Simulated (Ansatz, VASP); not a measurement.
## SrTiO3 in VASP and in Ansatz

```
Sr Ti O
1.0
     3.93635    0.00000    0.00000
     0.00000    3.93635    0.00000
     0.00000    0.00000    3.93635
Sr Ti O
1 1 3
Direct
  0.50000 0.50000 0.50000
  0.00000 0.00000 0.00000
  0.00000 0.50000 0.00000
  0.00000 0.00000 0.50000
  0.50000 0.00000 0.00000
```

Alike in both runs: functional PBE; k mesh 8 × 8 × 8; occupations gaussian, width 0.02 eV; no spin polarisation.

Ansatz relaxed the structure, and its values are those at the end. VASP's run is a single point on that final structure, the one shown.

```csv
,VASP,Ansatz
version,VASP 6.6.1,Ansatz 0.2.0
potentials or method,"VASP PAW PBE potentials, release 64 (Sr_sv, Ti_sv, O), cutoff 520 eV","scalar-relativistic, plane waves, PAW"
valence electrons in the cell,40,40
```

|  | VASP | Ansatz | Ansatz less VASP |
| --- | --- | --- | --- |
| gap on the k mesh at the Fermi level (eV) | 1.81 | 1.84 | +0.031 |
| least direct gap on the mesh (eV) | 2.18 | 2.20 | +0.020 |
| pressure (GPa) | 0.6 | 0.0 | -0.62 |

With one functional, cell and mesh, what is left measures potentials, basis and numerics.
